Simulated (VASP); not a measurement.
Set up this calculation in VASP 6.6.1, as the native input.

| Property | Result |
| --- | --- |
| Task | single point |
| Functional | r2SCAN |
| Potentials or basis | VASP PAW PBE potentials, release 64 (W_sv, Se) |
| Cutoff | 520 eV |
| k mesh | 12 × 12 × 2 |
| Occupations | gaussian, width 0.05 eV |
| Spin | no spin polarisation |
| Dipole correction | no |
| Further INCAR settings | ALGO = Normal; EDIFF = 1e-06; NBANDS = 20 |

System: WSe2, a slab with vacuum.

```xyz
3
Lattice="3.3179 0.0000 0.0000 -1.6590 2.8734 0.0000 0.0000 0.0000 16.6581" Properties=species:S:1:pos:R:3 pbc="T T T"
W     0.0000    0.0000    0.0000
Se    0.0000    1.8023    1.5639
Se    0.0000    1.9156   14.9959
```

This cell differs from its parent crystal: atom 2 (Se) moved +0.150 Å towards its neighbour atom 1 (W) at 2.536 Å.

One way to write it, as run:

POSCAR

```
WSe2
1.0
    3.3179375931      0.0000000000      0.0000000000
   -1.6589687966      2.8734182438      0.0000000000
    0.0000000000      0.0000000000     16.6581424200
W Se
1 2
Direct
    0.0000000000      0.0000000000      0.0000000000
    0.3136193536      0.6272387071      0.0938849517
    0.3333333333      0.6666666667      0.9002134800
```

INCAR.step1

```
ALGO = Normal ; EDIFF = 1E-4
ENCUT = 520 ; GGA = PE
ISMEAR = 0 ; LASPH = True
LCHARG = False ; LREAL = False
LWAVE = True ; NBANDS = 20
NELM = 100 ; PREC = Accurate
SIGMA = 0.05
```

INCAR.step2

```
ALGO = Normal ; EDIFF = 1E-6
ENCUT = 520 ; ISIF = 2
ISMEAR = 0 ; ISTART = 1
LASPH = True ; LCHARG = False
LMIXTAU = True ; LREAL = False
LWAVE = False ; METAGGA = R2SCAN
NBANDS = 20 ; NELM = 100
PREC = Accurate ; SIGMA = 0.05
```

KPOINTS

```
k-points
0
Gamma
  12 12 2
```

Potentials or basis: VASP PAW PBE potentials, release 64 (W_sv, Se).

Launch:

```console
$ cat potpaw_PBE.64/W_sv/POTCAR potpaw_PBE.64/Se/POTCAR > POTCAR
$ cp INCAR.step1 INCAR
$ mpirun -np 1 vasp_std > vasp.out
$ cp INCAR.step2 INCAR
$ mpirun -np 1 vasp_std > vasp.out
```

It gave:

```json
{"Largest force": "2.438 eV/Å", "Band gap on the k mesh": "1.52 eV"}
```

Caveat: the cell differs from its parent crystal (atom 2 (Se) moved +0.150 Å towards its neighbour atom 1 (W) at 2.536 Å); there is no dipole correction, which matters where the two faces differ; the PAW data sets were made with another functional, which shifts forces and pressure a little; spin-orbit coupling is left out, which moves the levels of the heavy elements.

Wall time 40 min on 1 thread of Oxide Virtual Turin-like Processor (shared host), peak memory 0.49 GiB.
